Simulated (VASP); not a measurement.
The system is Zn2C.

```
C Zn
1.0
     0.00000    2.57795    2.57795
     2.50242    0.00000    2.57795
     2.50242    2.57795    0.00000
C Zn
1 2
Direct
  0.00000 0.00000 0.00000
  0.25000 0.25000 0.25000
  0.75000 0.75000 0.75000
```

This cell differs from its parent crystal: uniaxial x strain -2.9%.

Base run:

```yaml
Program: VASP 6.6.1
Functional: PBE
Potentials_or_basis: VASP PAW PBE potentials, release 64 (C, Zn)
Cutoff: 520 eV
k_mesh: 8 × 8 × 8
Occupations: fermi-dirac, width 0.02 eV
Spin: no spin polarisation
```

Its results: band gap on the k mesh 0.07 eV; pressure 9.9 GPa.

**Question.** The run is repeated on the same cell with these changes: functional from PBE to r2SCAN. What comes out?

**Answer.** Band gap on the k mesh 0.15 eV; pressure 5.5 GPa.

Caveats: the cell stands under pressure; the PAW data sets were made with another functional, which shifts forces and pressure a little (at least some runs).

